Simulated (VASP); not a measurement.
SiC (3C silicon carbide), 8 atoms in the cell. The structure is cubic, space group F-43m (No. 216). The conventional cell has a = 4.356 Å, b = 4.356 Å, c = 4.356 Å, α = 90.00°, β = 90.00°, γ = 90.00°. Si (site symmetry -43m) has 4 C at 1.89 Å within 2.5 Å. C (site symmetry -43m) has 4 Si at 1.89 Å within 2.5 Å. 

```yaml
Program: VASP 6.6.1
Task: single point
Functional: r2SCAN
Potentials_or_basis: VASP PAW PBE potentials, release 64 (Si, C)
Cutoff: 520 eV
k_mesh: 6 × 6 × 6
Occupations: gaussian, width 0.01 eV
Spin: no spin polarisation
Dipole_correction: no
Further_INCAR_settings: ALGO = Normal; EDIFF = 1e-07; NBANDS = 26
```

Potentials or basis: VASP PAW PBE potentials, release 64 (Si, C).

Run with:

```console
$ cat potpaw_PBE.64/Si/POTCAR potpaw_PBE.64/C/POTCAR > POTCAR
$ cp INCAR.step1 INCAR
$ mpirun -np 1 vasp_std > vasp.out
$ cp INCAR.step2 INCAR
$ mpirun -np 1 vasp_std > vasp.out
```

Hardware: 1 thread of Intel Xeon 8259CL, on a shared host.

**Question.** How long does it take, and how much memory?

**Answer.** Run time: 2.1 min on 1 thread of Intel Xeon 8259CL (shared host), peak memory 0.19 GiB. Counts: k points 20.
